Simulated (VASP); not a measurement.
Set up this calculation in VASP 6.6.1, as the native input.

- Task: single point
- Functional: PBE
- Potentials or basis: VASP PAW PBE potentials, release 64 (Sn_d, O)
- Cutoff: 520 eV
- k mesh: 10 × 10 × 10
- Occupations: gaussian, width 0.05 eV
- Spin: no spin polarisation
- Dipole correction: no
- Further INCAR settings: ALGO = Normal; EDIFF = 1e-06; NBANDS = 35

The structure of SnO2 lies in POSCAR:

```
SnO2
1.0
   -2.0262505044      2.0262505044      5.1806864801
    2.0262505044     -2.0262505044      5.1806864801
    2.0262505044      2.0262505044     -5.1806864801
Sn O
2 4
Direct
    0.7500000000      0.2500000000      0.5000000000
    0.0000000000      0.0000000000      0.0000000000
    0.6653790199      0.8825288733     -0.2171498534
    0.9524019562      0.4524019562      0.5000000000
    0.2024019562      0.2024019562      0.0000000000
    0.5475980438      0.0475980438      0.5000000000
```

This cell differs from its parent crystal: atom 3 (O) moved by -0.880 Å along [0 1 0] and +0.880 Å along [0 0 1].

One way to write it, as run:

INCAR

```
PREC = Accurate
ENCUT = 520
EDIFF = 1E-6
ISMEAR = 0
SIGMA = 0.05
LREAL = False
LASPH = True
NELM = 60
ALGO = Normal
ISIF = 2
LWAVE = False
LCHARG = False
GGA = PE
NBANDS = 35
```

KPOINTS

```
Automatic mesh
0
Gamma
  10 10 10
```

Potentials or basis: VASP PAW PBE potentials, release 64 (Sn_d, O).

The run is started by

```sh
$ cat potpaw_PBE.64/Sn_d/POTCAR potpaw_PBE.64/O/POTCAR > POTCAR
$ mpirun -np 1 vasp_std > vasp.out
```

It gave:

```json
{
 "Pressure": "35.4 GPa",
 "Largest force": "31.571 eV/Å",
 "Band gap on the k mesh": "zero (bands 26 and 27 overlap by 0.08 eV)"
}
```

Caveat: the cell differs from its parent crystal (atom 3 (O) moved by -0.880 Å along [0 1 0] and +0.880 Å along [0 0 1]); the cell stands under pressure; semilocal functionals underestimate gaps, so a narrow gap can read as zero; spin-orbit coupling is left out, which moves the levels of the heavy elements; forces of over 1 eV/Å act on the atoms, so gaps and moduli don't describe the material at rest.

It took 19 min on 1 thread of Intel(R) Xeon(R) Platinum 8488C (Sapphire Rapids) (shared host), peak memory 0.79 GiB.
